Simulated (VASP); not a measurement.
Write the native input for VASP 6.6.1 that does the following.

```
Task                   : single point
Functional             : PBEsol
Potentials or basis    : VASP PAW PBE potentials, release 64 (Sr_sv, Ti_sv, O)
Cutoff                 : 520 eV
k mesh                 : 8 × 8 × 8
Occupations            : gaussian, width 0.01 eV
Spin                   : no spin polarisation
Dipole correction      : no
Further INCAR settings : ALGO = Normal; EDIFF = 1e-06; NBANDS = 28
```

The structure of SrTiO3 (Tausonite) lies in POSCAR:

```
SrTiO3
1.0
    3.8911204496      0.0000000000      0.0000000000
    0.0000000000      3.8911204496      0.0000000000
    0.0000000000      0.0000000000      3.8911204496
Sr Ti O
1 1 3
Direct
    0.5000000000      0.5000000000      0.5000000000
    0.0000000000      0.0000000000      0.0000000000
    0.5000000000      0.0000000000      0.0000000000
    0.0000000000      0.5000000000      0.0000000000
    0.0000000000      0.0000000000      0.5000000000
```

These files were run (other wordings do the same):

INCAR

```
SYSTEM = SrTiO3
ALGO = Normal
EDIFF = 1E-6
ENCUT = 520
GGA = PS
ISIF = 2
ISMEAR = 0
LASPH = .TRUE.
LCHARG = .FALSE.
LREAL = .FALSE.
LWAVE = .FALSE.
NBANDS = 28
NELM = 60
PREC = Accurate
SIGMA = 0.01
```

KPOINTS

```
k-points
0
G
  8 8 8
  0 0 0
```

Potentials or basis: VASP PAW PBE potentials, release 64 (Sr_sv, Ti_sv, O).

Launch:

```bash
$ cat potpaw_PBE.64/Sr_sv/POTCAR potpaw_PBE.64/Ti_sv/POTCAR potpaw_PBE.64/O/POTCAR > POTCAR
$ mpirun -np 1 vasp_std > vasp.out
```

Results of the run:

The pressure is 0.7 GPa. The band gap on the k mesh is 1.82 eV, indirect (least direct gap 2.17 eV).

Caveat: the PAW data sets were made with another functional, which shifts forces and pressure a little.

Wall time 51 s on 1 thread of Intel Xeon 6975P-C, with other jobs on the host, peak memory 0.21 GiB.
